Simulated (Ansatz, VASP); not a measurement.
## ZnAu in VASP and in Ansatz

Contents of INCAR:

```
SYSTEM = ZnAu
PREC = Accurate ; ENCUT = 520
EDIFF = 1E-7 ; ISMEAR = 0
SIGMA = 0.15 ; LREAL = .FALSE.
LASPH = .TRUE. ; NELM = 100
ALGO = Fast ; ISIF = 2
LWAVE = .FALSE. ; LCHARG = .FALSE.
GGA = PE ; NBANDS = 18
```

File KPOINTS:

```
Automatic mesh
0
G
  16 16 16
  0 0 0
```

The input POSCAR:

```
ZnAu
1.0
    3.5598864000      0.0000000000      0.0000000000
    0.0000000000      3.5598864000      0.0000000000
    0.0000000000      0.0000000000      3.1470000000
Zn Au
1 1
Direct
    0.5000000000      0.5000000000      0.5000000000
    0.0000000000      0.0000000000      0.0000000000
```

Input for Ansatz:

```yaml
crystal:
  lattice:
    - [3.5598864, 0.0, 0.0]
    - [0.0, 3.5598864, 0.0]
    - [0.0, 0.0, 3.147]
  atoms:
    - { symbol: Zn, position: [0.5, 0.5, 0.5] }
    - { symbol: Au, position: [0.0, 0.0, 0.0] }
basis:
  ecutwfc: 420
kpoints:
  mp_grid: { grid: [16, 16, 16] }
hamiltonian:
  xc: pbe
scf:
  occupations: { method: gaussian, width: 0.15 }
output:
  forces: true
  stress: true
  eigenvalues: true
```

Change from the starting cell: strain +0.1312 x Voigt [1, 1, 0, 0, 0, 0], atoms carried along.

Alike in both runs: task single point; functional PBE; k mesh 16 × 16 × 16; occupations gaussian, width 0.15 eV; no spin polarisation.

|  | VASP | Ansatz |
| --- | --- | --- |
| version | VASP 6.6.1 | Ansatz 0.2.0 |
| potentials or method | VASP PAW PBE potentials, release 64 (Zn, Au), cutoff 520 eV | scalar-relativistic, plane waves, PAW |
| valence electrons in the cell | 23 | 31 |

```tsv
	VASP	Ansatz	Ansatz less VASP
gap on the k mesh at the Fermi level (eV)	none	none	-
pressure (GPa)	-13.1	-13.1	-0.04
traceless stress, the component that is largest in VASP (GPa)	-0.05	-0.06	-0.003
```

A gap of «none» marks a metal or a gap that the smearing closes. VASP's potentials hold 23 valence electrons a cell and Ansatz's 31, so a difference there can come from the potentials and not from the codes.

Spin-orbit coupling is off throughout.
